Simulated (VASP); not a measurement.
A run of VASP 6.6.1 is set up as follows.

File INCAR:

```
SYSTEM = Y
AGGAC = 1.0 ; AGGAX = 1.0
ALDAC = 0.0 ; ALDAX = 1.0
ALGO = Normal ; EDIFF = 1E-6
ENCUT = 520 ; GGA = B5
ISIF = 2 ; ISMEAR = -1
LASPH = .TRUE. ; LCHARG = .FALSE.
LREAL = .FALSE. ; LWAVE = .FALSE.
NBANDS = 24 ; NELM = 100
PREC = Accurate ; SIGMA = 0.1
```

File KPOINTS:

```
k-points
0
G
  7 7 10
  0 0 0
```

Contents of POSCAR:

```
Y
1.0
    5.7000466906      0.0000000000      0.0000000000
   -2.8500233453      4.9363852368      0.0000000000
    0.0000000000      0.0000000000      3.5627959736
Y
3
Direct
    1.0000000000      0.0000000000      0.0000000000
    0.3333333333      0.6666666667      0.5000000000
    0.6666666667      0.3333333333      0.5000000000
```

Potentials or basis: VASP PAW PBE potentials, release 64 (Y_sv).

Run with:

```sh
$ cat potpaw_PBE.64/Y_sv/POTCAR > POTCAR
$ mpirun -np 1 vasp_std > vasp.out
```

**Question.** What does it give for the band gap on the k mesh?

**Answer.** Zero (an odd number of electrons rules out a gap without spin polarisation).

**Question.** What does it give for the pressure?

**Answer.** 0.0 GPa.

Caveat: the PAW data sets were made with another functional, which shifts forces and pressure a little.
